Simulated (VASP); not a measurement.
The system is CsI.

```
CELL_PARAMETERS angstrom
4.56670 0.00000 0.00000
0.00000 4.56670 0.00000
0.00000 0.00000 4.56670
ATOMIC_POSITIONS crystal
Cs 0.00000 0.00000 0.00000
I 0.50000 0.50000 0.50000
```

Base run:

* Program: VASP 6.6.1
* Functional: PBE
* Potentials or basis: VASP PAW PBE potentials, release 64 (Cs_sv, I)
* Cutoff: 500 eV
* k mesh: 4 × 4 × 4
* Occupations: fermi-dirac, width 0.05 eV
* Spin: no spin polarisation

Its results: band gap on the k mesh 3.87 eV (least direct gap 3.96 eV); pressure 0.8 GPa.

Q: The run is repeated on the same cell with these changes: k mesh from 4 × 4 × 4 to 2 × 2 × 2; occupations from fermi-dirac, width 0.05 eV to fermi-dirac, width 0.03 eV. What comes out?

A: Band gap on the k mesh 3.81 eV (least direct gap 3.91 eV); pressure 1.7 GPa.

Caveats: some runs use coarse meshes; spin-orbit coupling is left out, which moves the levels of the heavy elements.

A k mesh can miss the band edges.
